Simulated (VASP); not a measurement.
Pt, 1 atom in the cell. Symmetry: Im-3m, No. 229, cubic system. The conventional cell has a = 3.104 Å, b = 3.104 Å, c = 3.104 Å, α = 90.00°, β = 90.00°, γ = 90.00°. Pt (site symmetry m-3m) has 14 Pt at 2.69 to 3.10 Å within 3.5 Å.  This cell differs from its parent crystal: volume scaled by 0.94.

```yaml
Program: VASP 6.6.1
Task: single point
Functional: PBEsol
Potentials_or_basis: VASP PAW PBE potentials, release 64 (Pt)
Cutoff: 520 eV
k_mesh: 12 × 12 × 12
Occupations: fermi-dirac, width 0.05 eV
Spin: no spin polarisation
Dipole_correction: no
Further_INCAR_settings: ALGO = Normal; EDIFF = 1e-07; NBANDS = 11
```

Potentials or basis: VASP PAW PBE potentials, release 64 (Pt).

Run with:

```bash
$ cat potpaw_PBE.64/Pt/POTCAR > POTCAR
$ mpirun -np 1 vasp_std > vasp.out
```

Hardware: 1 thread of Intel(R) Xeon(R) Platinum 8488C (Sapphire Rapids) (shared host).

Task: Estimate the wall time of this run.

Result: Wall time 8.1 s on 1 thread of Intel(R) Xeon(R) Platinum 8488C (Sapphire Rapids), with other jobs on the host, peak memory 0.13 GiB. Counts: scf iterations 12, k points 72.
